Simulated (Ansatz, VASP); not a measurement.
# KI: VASP beside Ansatz

Contents of INCAR:

```
PREC     = Accurate       # precision mode
ENCUT    = 520            # plane-wave cutoff, eV
EDIFF    = 1E-6           # SCF threshold, eV
ISMEAR   = -1             # smearing method
SIGMA    = 0.01           # smearing width, eV
LREAL    = F              # projectors in reciprocal space
LASPH    = T              # aspherical terms in the spheres
NELM     = 60             # most SCF steps
ALGO     = Normal         # electronic algorithm
ISIF     = 2              # what is computed and relaxed
LWAVE    = F              # write WAVECAR
LCHARG   = F              # write CHGCAR
GGA      = PS             # functional
NBANDS   = 15             # bands
```

Contents of KPOINTS:

```
regular mesh
0
Gamma
  8 8 8
```

The input POSCAR:

```
KI
1.0
    0.0000000000      3.5709309767      3.5709309767
    3.5709309767      0.0000000000      3.5709309767
    3.5709309767      3.5709309767      0.0000000000
K I
1 1
Direct
    0.0000000000      0.0000000000      0.0000000000
    0.5000000000      0.5000000000      0.5000000000
```

Input for Ansatz:

```yaml
crystal:
  lattice:
    - [0.0, 3.5709309767, 3.5709309767]
    - [3.5709309767, 0.0, 3.5709309767]
    - [3.5709309767, 3.5709309767, 0.0]
  atoms:
    - { symbol: K, position: [0.0, 0.0, 0.0] }
    - { symbol: I, position: [0.5, 0.5, 0.5] }
kpoints:
  mp_grid: { grid: [8, 8, 8] }
  band_path:
    path:
      - [0.0, 0.0, 0.0]
      - [0.5, 0.0, 0.5]
      - [0.625, 0.25, 0.625]
      - [0.375, 0.375, 0.75]
      - [0.0, 0.0, 0.0]
      - [0.5, 0.5, 0.5]
      - [0.5, 0.25, 0.75]
      - [0.5, 0.0, 0.5]
    npoints: 5
scf:
  occupations: { method: fermi_dirac, width: 0.01 }
hamiltonian:
  xc: pbesol
  pseudopotentials: { kind: all_electron, lapw: { basis_error: 0.001 } }
output:
  forces: true
  stress: true
  eigenvalues: true
```

Change from the starting cell: volume scaled by 1.04.

Alike in both runs: task single point; functional PBEsol; k mesh 8 × 8 × 8; occupations fermi-dirac, width 0.01 eV; no spin polarisation.

```csv
,VASP,Ansatz
version,VASP 6.6.1,Ansatz 0.2.0
potentials or method,"VASP PAW PBE potentials, release 64 (K_sv, I), cutoff 520 eV","all-electron LAPW, scalar-relativistic"
```

```csv
,VASP,Ansatz,Ansatz less VASP
gap on the k mesh at the Fermi level (eV),3.75,3.75,+0.003
pressure (GPa),-0.6,-0.6,-0.03
```

VASP's potentials were made for PBE, not for PBEsol. Ansatz ran all-electron here, and VASP with PAW potentials.

Neither program's run includes spin-orbit coupling.
